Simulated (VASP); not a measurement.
Runs of VASP 6.6.1 on BN (lda). The structure is that of space group P6_3mc (No. 186), or close to it. The cells are those of the table. 

```csv
task,cell,k mesh,cutoff (eV),smearing,gap on the mesh (eV),pressure (GPa),relaxed volume (Å³/atom),largest force (eV/Å)
single point,"a = 2.523, b = 2.523, c = 4.175 Å, angles 90.0, 90.0, 120.0°, 4 atoms",9 × 9 × 6,520,gaussian 0.1 eV,4.90,1.0,-,0.01
single point,"a = 2.523, b = 2.523, c = 4.174 Å, angles 90.0, 90.0, 120.0°, 4 atoms",9 × 9 × 6,520,gaussian 0.01 eV,4.90,(a),-,-
relaxation of cell and atoms,"relaxed from a = 2.550, b = 2.550, c = 4.210 Å, angles 90.0, 90.0, 120.0°, 4 atoms",9 × 9 × 6,600,gaussian 0.1 eV,4.93,-0.1,5.77,0.03
single point,"a = 2.550, b = 2.550, c = 4.210 Å, angles 90.0, 90.0, 120.0°, 4 atoms",9 × 9 × 4,520,gaussian 0.1 eV,4.93,-10.4,-,0.06
relaxation of cell and atoms,"relaxed from a = 2.523, b = 2.523, c = 4.175 Å, angles 90.0, 90.0, 120.0°, 4 atoms",9 × 9 × 6,600,gaussian 0.02 eV,(b),0.0,5.77,-
```

Alike in all rows: level LDA; potentials or basis VASP PAW LDA potentials, release 64 (B, N); no spin polarisation.

Problem. Estimate the missing entries.

Solution. (a) 1.2; (b) 4.91.

Caveats: the relaxation stopped at a loose force limit of 0.05 eV/Å, so its end isn't a converged minimum (some runs).

A k mesh can miss the band edges.
